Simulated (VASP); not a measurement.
## RhC3N3: single point with PBE

Crystal: RhC3N3.

```
Rh C N
1.0
     0.00000    5.09450    5.09450
     5.09450    0.00000    5.09450
     5.09450    5.09450    0.00000
Rh C N
2 6 6
Cartesian
  0.0000 0.0000 0.0000
  5.0945 5.0945 5.0945
  1.9170 5.0945 5.0945
  5.0945 1.9170 5.0945
  5.0945 5.0945 1.9170
  8.2720 5.0945 5.0945
  5.0945 8.2720 5.0945
  5.0945 5.0945 8.2720
  3.0870 5.0945 5.0945
  5.0945 3.0870 5.0945
  5.0945 5.0945 3.0870
  7.1020 5.0945 5.0945
  5.0945 7.1020 5.0945
  5.0945 5.0945 7.1020
```

```json
{
 "Program": "VASP 6.6.1",
 "Task": "single point",
 "Functional": "PBE",
 "Potentials or basis": "VASP PAW PBE potentials, release 64 (Rh_pv, C, N)",
 "Cutoff": "520 eV",
 "k mesh": "4 × 4 × 4",
 "Occupations": "gaussian, width 0.1 eV",
 "Spin": "collinear spin, ferromagnetic start",
 "Starting moments": "[1.0, 1.0, 0.0, 0.0, 0.0, 0.0, 0.0, 0.0, 0.0, 0.0, 0.0, 0.0, 0.0, 0.0] μB",
 "Dipole correction": "no",
 "Further INCAR settings": "ALGO = Normal; EDIFF = 1e-06; NBANDS = 59"
}
```

- Pressure: 2.8 GPa
- Largest force: 2.574 eV/Å
- Band gap on the k mesh: 3.02 eV, indirect (the least direct gap lies 2.7 meV higher)
- Net moment: 0.00 μB per cell
- Valence electrons inside the program's atomic spheres: Rh 14.49, 13.71; C 2.60; N 3.89

Forces in eV/Å, atoms in the order of the input:
```
Rh   0.000  0.000  0.000
Rh   0.000  0.000  0.000
C    2.574  0.000  0.000
C    0.000  2.574  0.000
C    0.000  0.000  2.574
C   -2.574  0.000  0.000
C    0.000 -2.574  0.000
C    0.000  0.000 -2.574
N   -0.169  0.000  0.000
N    0.000 -0.169  0.000
N    0.000  0.000 -0.169
N    0.169  0.000  0.000
N    0.000  0.169  0.000
N    0.000  0.000  0.169
```

Levels at points of the mesh, in eV from the valence-band top:
Spin up:
```
           k point  band 40  band 41  band 42  band 43  band 44  band 45
(0.00, 0.00, 0.00)     0.00     0.00     0.00     3.02     3.02     5.21
(0.50, 0.00, 0.00)    -0.54    -0.54    -0.47     3.43     3.43     5.59
(0.50, 0.50, 0.00)    -0.31    -0.31    -0.01     3.02     3.30     5.12
```
Spin down:
```
           k point  band 40  band 41  band 42  band 43  band 44  band 45
(0.00, 0.00, 0.00)     0.00     0.00     0.00     3.02     3.02     5.21
(0.50, 0.00, 0.00)    -0.54    -0.54    -0.47     3.43     3.43     5.59
(0.50, 0.50, 0.00)    -0.31    -0.31    -0.01     3.02     3.30     5.12
```

Wall time 6 min on 1 thread of AMD EPYC 7R13 Processor (Zen 3), with other jobs on the host, peak memory 0.57 GiB.

Caveat: forces of over 1 eV/Å act on the atoms, so gaps and moduli don't describe the material at rest. A k mesh can miss the band edges.
